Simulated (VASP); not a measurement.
Write the native input for VASP 6.6.1 that does the following.

```
Task                   : single point
Functional             : PBEsol
Potentials or basis    : VASP PAW PBE potentials, release 64 (Hf_pv)
Cutoff                 : 520 eV
k mesh                 : 12 × 12 × 1
Occupations            : fermi-dirac, width 0.08 eV
Spin                   : no spin polarisation
Dipole correction      : yes
Further INCAR settings : ALGO = Normal; EDIFF = 1e-06; NBANDS = 17
```

The structure of Hf lies in POSCAR:

```
Hf
1.0
    3.1584504466      0.0000000000      0.0000000000
   -1.5792252233      2.7352983234      0.0000000000
    0.0000000000      0.0000000000     18.5009000000
Hf
2
Direct
    0.8333333333      0.1666666667      0.4392023470
    0.1666666667      0.8333333333      0.5607976530
```

The input as run:

INCAR

```
PREC = Accurate ; ENCUT = 520
EDIFF = 1E-6 ; ISMEAR = -1
SIGMA = 0.08 ; LREAL = F
LASPH = T ; NELM = 60
ALGO = Normal ; ISIF = 2
LWAVE = F ; LCHARG = F
LDIPOL = T ; IDIPOL = 3
DIPOL = 0.5 0.5 0.500 ; GGA = PS
NBANDS = 17
```

KPOINTS

```
regular mesh
0
Gamma
  12 12 1
```

Potentials or basis: VASP PAW PBE potentials, release 64 (Hf_pv).

The run is started by

```console
$ cat potpaw_PBE.64/Hf_pv/POTCAR > POTCAR
$ mpirun -np 1 vasp_std > vasp.out
```

It gave:

```
Largest force          : 0.054 eV/Å
Band gap on the k mesh : zero (bands 10 and 11 overlap by 0.65 eV)
```

Caveat: the PAW data sets were made with another functional, which shifts forces and pressure a little; spin-orbit coupling is left out, which moves the levels of the heavy elements.

Run time: 100 s on 1 thread of Intel Xeon 8259CL (shared host), peak memory 0.26 GiB.
